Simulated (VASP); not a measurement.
# TaSi (Pm-3m) in VASP: a series of runs, part 2 of 2

VASP 6.6.1. Earlier steps stand in the parts before.

## 3. Relaxation of cell and atoms, r2SCAN

Input file POSCAR:

```
TaSi
1.0
    3.1339012476      0.0000000000      0.0000000000
    0.0000000000      3.1339012476      0.0000000000
    0.0000000000      0.0000000000      3.1339012476
Ta Si
1 1
Direct
    0.5000000000      0.5000000000      0.5000000000
    0.0000000000      0.0000000000      0.0000000000
```

Input file INCAR.step1:

```
ALGO = Normal ; EDIFF = 1E-4
ENCUT = 600 ; GGA = PE
ISMEAR = 0 ; LASPH = T
LCHARG = F ; LREAL = F
LWAVE = T ; NELM = 100
PREC = Accurate ; SIGMA = 0.1
```

Input file INCAR.step2:

```
ALGO = Normal ; EDIFF = 1E-7
EDIFFG = -0.01 ; ENCUT = 600
IBRION = 2 ; ISIF = 3
ISMEAR = 0 ; ISTART = 1
LASPH = T ; LCHARG = F
LMIXTAU = T ; LREAL = F
LWAVE = F ; METAGGA = R2SCAN
NELM = 100 ; NSW = 80
PREC = Accurate ; SIGMA = 0.1
```

Input file KPOINTS:

```
k-points
0
Gamma
  14 14 14
```

Potentials or basis: VASP PAW PBE potentials, release 64 (Ta_pv, Si).

On the command line:

```
$ cat potpaw_PBE.64/Ta_pv/POTCAR potpaw_PBE.64/Si/POTCAR > POTCAR
$ cp INCAR.step1 INCAR
$ mpirun -np 1 vasp_std > vasp.out
$ cp INCAR.step2 INCAR
$ mpirun -np 1 vasp_std > vasp.out
```

OUTCAR:

```text
EDIFF = 1E-7
   EDIFFG = -0.01
   ENCUT = 600
   IBRION = 2
   ISIF = 3
   ISMEAR = 0
   ISTART = 1
   LASPH = T
   LREAL = F
   METAGGA = R2SCAN
   NELM = 100
   NSW = 80
   PREC = Accurate

 ion  position               nearest neighbor table
   1  0.500  0.500  0.500-   2 2.71   2 2.71   2 2.71   2 2.71   2 2.71   2 2.71   2 2.71   2 2.71

   2  0.000  0.000  0.000-   1 2.71   1 2.71   1 2.71   1 2.71   1 2.71   1 2.71   1 2.71   1 2.71

  LATTYP: Found a simple cubic cell.
 ALAT       =     3.1339012476

  Lattice vectors:

 A1 = (   3.1339012476,   0.0000000000,   0.0000000000)
 A2 = (   0.0000000000,   3.1339012476,   0.0000000000)
 A3 = (   0.0000000000,   0.0000000000,   3.1339012476)

Analysis of symmetry for initial positions (statically):
=====================================================================
 Subroutine PRICEL returns:
 Original cell was already a primitive cell.

 Routine SETGRP: Setting up the symmetry group for a
 simple cubic supercell.

 Subroutine GETGRP returns: Found 48 space group operations
 (whereof 48 operations were pure point group operations)
 out of a pool of 48 trial point group operations.

The static configuration has the point symmetry O_h .

Analysis of symmetry for dynamics (positions and initial velocities):
=====================================================================
 Subroutine PRICEL returns:
 Original cell was already a primitive cell.

 Routine SETGRP: Setting up the symmetry group for a
 simple cubic supercell.

 Subroutine GETGRP returns: Found 48 space group operations
 (whereof 48 operations were pure point group operations)
 out of a pool of 48 trial point group operations.

The dynamic configuration has the point symmetry O_h .

 Subroutine INISYM returns: Found 48 space group operations
 (whereof 48 operations are pure point group operations),
 and found     1 'primitive' translations

----------------------------------------------------------------------------------------

[... 135 lines left out ...]

 Free energy of the ion-electron system (eV)
  ---------------------------------------------------
  ext. energy  EPLUGINS =         0.00000000
  ---------------------------------------------------
  free energy    TOTEN  =       -57.39458344 eV

  energy without entropy =      -57.38680413  energy(sigma->0) =      -57.39069378

------------------------ aborting loop because EDIFF is reached ----------------------------------------

  FORCE on cell =-STRESS in cart. coord.  units (eV):
  Direction    XX          YY          ZZ          XY          YZ          ZX
  --------------------------------------------------------------------------------------
  -------------------------------------------------------------------------------------
  Total        0.1515104      0.1515104      0.1515104     -0.0000000     -0.0000000      0.0000000
  in kB        7.8867349      7.8867349      7.8867349     -0.0000000     -0.0000000      0.0000000
  external PRESSURE =       7.8867349 kB  Pullay stress =       0.0000000 kB
[... 59 lines left out ...]
--------------------------------------- Ionic step        3  -------------------------------------------

 number of electron      15.0000000 magnetization

 Free energy of the ion-electron system (eV)
  ---------------------------------------------------
  ext. energy  EPLUGINS =         0.00000000
  ---------------------------------------------------
  free energy    TOTEN  =       -57.39487798 eV

  energy without entropy =      -57.38705554  energy(sigma->0) =      -57.39096676

 E-fermi :   8.1008     XC(G=0): -13.2201

 val. band max:        8.0898390657   @ k =   0.3571   0.2857   0.0000
 cond. band min:       8.1062968684   @ k =   0.4286   0.2857   0.1429
 fundamental gap:      0.0164578028
 Fermi energy:         8.1008371541

 k-point     1 :       0.0000    0.0000    0.0000
  band No.  band energies     occupation
      1     -27.1451      2.00000
      2     -27.1451      2.00000
      3     -27.1451      2.00000
      4      -4.5738      2.00000
      5       5.0901      2.00000
      6       5.0901      2.00000
      7      10.5305      0.00000
      8      10.5305      0.00000
      9      10.5305      0.00000
     10      11.1597      0.00000
     11      11.1597      0.00000
[... 309 lines left out ...]
 k-point    24 :       0.3571    0.2143    0.0000
  band No.  band energies     occupation
      1     -27.4520      2.00000
      2     -27.2668      2.00000
      3     -27.1012      2.00000
      4      -1.6765      2.00000
      5       2.6046      2.00000
      6       5.3221      2.00000
      7       7.1758      2.00000
      8       7.8216      1.99992
      9      10.0322      0.00000
     10      12.1873      0.00000
     11      13.3403      0.00000

 [... further k-points ...]

------------------------ aborting loop because EDIFF is reached ----------------------------------------

  FORCE on cell =-STRESS in cart. coord.  units (eV):
  Direction    XX          YY          ZZ          XY          YZ          ZX
  --------------------------------------------------------------------------------------
  -------------------------------------------------------------------------------------
  Total        0.0018737      0.0018737      0.0018737     -0.0000000      0.0000000      0.0000000
  in kB        0.0971489      0.0971489      0.0971489     -0.0000000      0.0000000      0.0000000
  external PRESSURE =       0.0971489 kB  Pullay stress =       0.0000000 kB
[... 17 lines left out ...]
  FREE ENERGIE OF THE ION-ELECTRON SYSTEM (eV)
  ---------------------------------------------------
  free  energy   TOTEN  =       -57.3948779844 eV

  energy  without entropy=      -57.3870555380  energy(sigma->0) =      -57.39096676

 reached required accuracy - stopping structural energy minimisation
```

OUTCAR.step1:

```text
EDIFF = 1E-4
   ENCUT = 600
   GGA = PE
   ISMEAR = 0
   LASPH = T
[... 558 lines left out ...]
 -----------------------------------------------------------------------------------
      1.56695      1.56695      1.56695         0.000000      0.000000      0.000000
      0.00000      0.00000      0.00000         0.000000      0.000000      0.000000
 -----------------------------------------------------------------------------------
    total drift:                                0.000000      0.000000      0.000000

  FREE ENERGIE OF THE ION-ELECTRON SYSTEM (eV)
  ---------------------------------------------------
  free  energy   TOTEN  =       -17.3931663540 eV

  energy  without entropy=      -17.3853208081  energy(sigma->0) =      -17.38924358
```

OSZICAR.step1:

```text
N       E                     dE             d eps       ncg     rms          rms(c)
DAV:   1     0.759911386530E+02    0.75991E+02   -0.88296E+03  2656   0.139E+03
DAV:   2    -0.158167665147E+02   -0.91808E+02   -0.88842E+02  2874   0.304E+02
DAV:   3    -0.181992884926E+02   -0.23825E+01   -0.22031E+01  3390   0.414E+01
DAV:   4    -0.182429080212E+02   -0.43620E-01   -0.43235E-01  3226   0.474E+00
DAV:   5    -0.182435999094E+02   -0.69189E-03   -0.69151E-03  3212   0.580E-01    0.157E+01
DAV:   6    -0.174540699467E+02    0.78953E+00   -0.25416E+00  3066   0.131E+01    0.682E+00
DAV:   7    -0.174048353425E+02    0.49235E-01   -0.12944E-01  3294   0.335E+00    0.270E+00
DAV:   8    -0.173931929540E+02    0.11642E-01   -0.14337E-02  2978   0.941E-01    0.193E-01
DAV:   9    -0.173931663540E+02    0.26600E-04   -0.30704E-04  3204   0.183E-01
   1 F= -.17393166E+02 E0= -.17389244E+02  d E =-.784555E-02
```

Wall time 12 min (1 thread of Intel Xeon 8259CL, shared host); peak memory 0.22 GiB.

Results:

```yaml
Free_energy: -57.3949 eV
Relaxed_volume: 15.45 Å³/atom
Relaxed_cell: a = 3.138 Å, b = 3.138 Å, c = 3.138 Å, α = 90.00°, β = 90.00°, γ = 90.00°
Space_group_after_relaxing_to_0.05_Å: Pm-3m (No. 221)
Energy_gained_by_relaxing: 0.1 meV/atom
Ionic_steps: 3
Pressure_after_relaxing: 0.0 GPa
```

Step by step:
```csv
step,energy change (eV),largest force (eV/Å),pressure (GPa),volume (Å³)
1,0.0000,0.0000,0.79,30.78
2,0.0006,0.0000,-1.34,31.12
3,-0.0003,0.0000,0.01,30.90
```

Final structure:
```
CELL_PARAMETERS angstrom
3.13802 0.00000 0.00000
0.00000 3.13802 0.00000
0.00000 0.00000 3.13802
ATOMIC_POSITIONS crystal
Ta 0.50000 0.50000 0.50000
Si 0.00000 0.00000 0.00000
```

Levels at points of the mesh, in eV from the Fermi level:
| k point | band 3 | band 4 | band 5 | band 6 | band 7 | band 8 | band 9 | band 10 | band 11 |
| --- | --- | --- | --- | --- | --- | --- | --- | --- | --- |
| (0.00, 0.00, 0.00) | -35.25 | -12.67 | -3.01 | -3.01 | 2.43 | 2.43 | 2.43 | 3.06 | 3.06 |
| (0.50, 0.00, 0.00) | -35.21 | -8.84 | -7.79 | -1.63 | -1.06 | -1.06 | 3.68 | 5.18 | 5.54 |
| (0.50, 0.50, 0.00) | -35.17 | -8.68 | -3.62 | -3.62 | -3.09 | 0.62 | 0.62 | 5.09 | 5.40 |
| (0.50, 0.50, 0.50) | -35.54 | -5.70 | -5.70 | -5.70 | -3.95 | 3.39 | 3.39 | 3.39 | 5.59 |

Caveat: the PAW data sets were made with another functional, which shifts forces and pressure a little; spin-orbit coupling is left out, which moves the levels of the heavy elements. Zero-point motion and thermal expansion aren't in these numbers.
